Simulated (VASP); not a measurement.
HfSi (NiAs type): single point with PBEsol

Crystal: HfSi (NiAs type).

```
Hf Si
1.0
     3.68933    0.00000    0.00000
    -1.84466    3.19505    0.00000
     0.00000    0.00000    6.61483
Hf Si
2 2
Direct
  0.00000 0.00000 0.00000
  0.00000 0.00000 0.50000
  0.33333 0.66667 0.25000
  0.66667 0.33333 0.75000
```

| Property | Result |
| --- | --- |
| Program | VASP 6.6.1 |
| Task | single point |
| Functional | PBEsol |
| Potentials or basis | VASP PAW PBE potentials, release 64 (Hf_pv, Si) |
| Cutoff | 520 eV |
| k mesh | 10 × 10 × 6 |
| Occupations | fermi-dirac, width 0.05 eV |
| Spin | no spin polarisation |

| Item | Value |
| --- | --- |
| Pressure | 0.1 GPa |
| Band gap on the k mesh | zero (band 14 reaches 6.40 eV, above the bottom of band 15 at 5.46 eV) |

Levels at points of the mesh, in eV from the Fermi level:
```
           k point  band 10  band 11  band 12  band 13  band 14  band 15  band 16  band 17  band 18  band 19
(0.00, 0.00, 0.00)    -1.42    -1.42    -1.23     0.77     0.77     0.87     0.87     1.86     2.95     2.95
(0.50, 0.00, 0.00)    -3.03    -2.04    -1.67    -1.34    -1.28     0.86     0.95     2.71     3.68     3.89
(0.00, 0.00, 0.50)    -2.73    -0.63    -0.63    -0.63    -0.63     1.74     1.74     1.74     1.74     2.38
(0.50, 0.00, 0.50)    -4.23    -1.61    -1.61    -0.78    -0.78     0.14     0.14     3.86     3.86     4.10
```

It took 40 s on 1 thread of Intel(R) Xeon(R) Platinum 8559C (Emerald Rapids) (shared host), peak memory 0.24 GiB.

Caveat: the PAW data sets were made with another functional, which shifts forces and pressure a little; spin-orbit coupling is left out, which moves the levels of the heavy elements.
